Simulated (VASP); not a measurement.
A run of VASP 6.6.1 is set up as follows.

File INCAR:

```
ALGO     = Normal         # electronic algorithm
EDIFF    = 1E-6           # SCF threshold, eV
ENCUT    = 520            # plane-wave cutoff, eV
GGA      = CA             # functional
ISIF     = 2              # what is computed and relaxed
ISMEAR   = 0              # smearing method
LASPH    = True           # aspherical terms in the spheres
LCHARG   = True           # write CHGCAR
LELF     = True           # ELF
LREAL    = False          # projectors in reciprocal space
LVHAR    = True         
LWAVE    = False          # write WAVECAR
NBANDS   = 16             # bands
NELM     = 60             # most SCF steps
PREC     = Accurate       # precision mode
SIGMA    = 0.05           # smearing width, eV
```

The input KPOINTS:

```
k-points
0
Gamma
  9 9 6
```

File POSCAR:

```
AlN
1.0
    3.0887424016      0.0000000000      0.0000000000
   -1.5443712008      2.6749293856      0.0000000000
    0.0000000000      0.0000000000      4.9437688231
Al N
2 2
Direct
    0.3149045714      0.6409463615      0.0015212672
    0.6850954286      0.3590536385      0.5015212672
    0.3497779119      0.6896177243      0.3834787328
    0.6502220881      0.3103822757      0.8834787328
```

Potentials or basis: VASP PAW LDA potentials, release 64 (Al, N).

Run with:

```bash
$ cat potpaw_LDA.64/Al/POTCAR potpaw_LDA.64/N/POTCAR > POTCAR
$ mpirun -np 1 vasp_std > vasp.out
```

(1) What does it give for the largest force?

(2) Predict the band gap on the k mesh.

(3) What does it give for the pressure?

Answers

(1) 0.389 eV/Å.

(2) 4.36 eV, direct.

(3) 0.4 GPa.

Caveat: the cell differs from its parent crystal (mode 4 frozen in at -0.017 Å and mode 5 at -0.069 Å (largest displacements)).
